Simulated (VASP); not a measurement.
Runs of VASP 6.6.1 on AgBr. The structure is that of space group Fm-3m (No. 225), or close to it. The cells are those of the table. 

| task | level | potentials or basis | cell | k mesh | cutoff (eV) | smearing | gap on the mesh (eV) | pressure (GPa) |
| --- | --- | --- | --- | --- | --- | --- | --- | --- |
| relaxation of cell and atoms | LDA | VASP PAW LDA potentials, release 64 (Ag, Br) | relaxed from a = 4.132 Å, angles 60.0°, 2 atoms | 8 × 8 × 8 | 500 | fermi-dirac 0.02 eV | 0.42 | 0.0 |
| single point | PBE | VASP PAW PBE potentials, release 64 (Ag, Br) | a = 4.091 Å, angles 60.0°, 2 atoms | 8 × 8 × 8 | 500 | fermi-dirac 0.02 eV | (b) | 1.2 |
| single point | PBEsol | VASP PAW PBE potentials, release 64 (Ag, Br) | a = 4.012 Å, angles 60.0°, 2 atoms | 8 × 8 × 8 | 500 | fermi-dirac 0.02 eV | 0.50 | 0.0 |
| single point | LDA | VASP PAW LDA potentials, release 64 (Ag, Br) | a = 4.091 Å, angles 60.0°, 2 atoms | 8 × 8 × 8 | 500 | gaussian 0.01 eV | 0.41 | -5.0 |
| single point | LDA | VASP PAW LDA potentials, release 64 (Ag, Br) | a = 3.949 Å, angles 60.0°, 2 atoms | 8 × 8 × 8 | 500 | fermi-dirac 0.02 eV | 0.42 | (a) |
| single point | r2SCAN | VASP PAW PBE potentials, release 64 (Ag, Br) | a = 4.091 Å, angles 60.0°, 2 atoms | 8 × 8 × 8 | 550 | fermi-dirac 0.02 eV | 1.25 | -0.1 |
| single point | r2SCAN | VASP PAW PBE potentials, release 64 (Ag, Br) | a = 4.091 Å, angles 60.0°, 2 atoms | 8 × 8 × 8 | 550 | gaussian 0.01 eV | 1.25 | -0.1 |

Alike in all rows: no spin polarisation.

Question: Fill in the values left out.

Answer: (a) 0.1; (b) 0.68.

Caveats: the PAW data sets were made with another functional, which shifts forces and pressure a little (some runs).

A k mesh can miss the band edges, and the runs leave out spin-orbit coupling on Ag, Br.
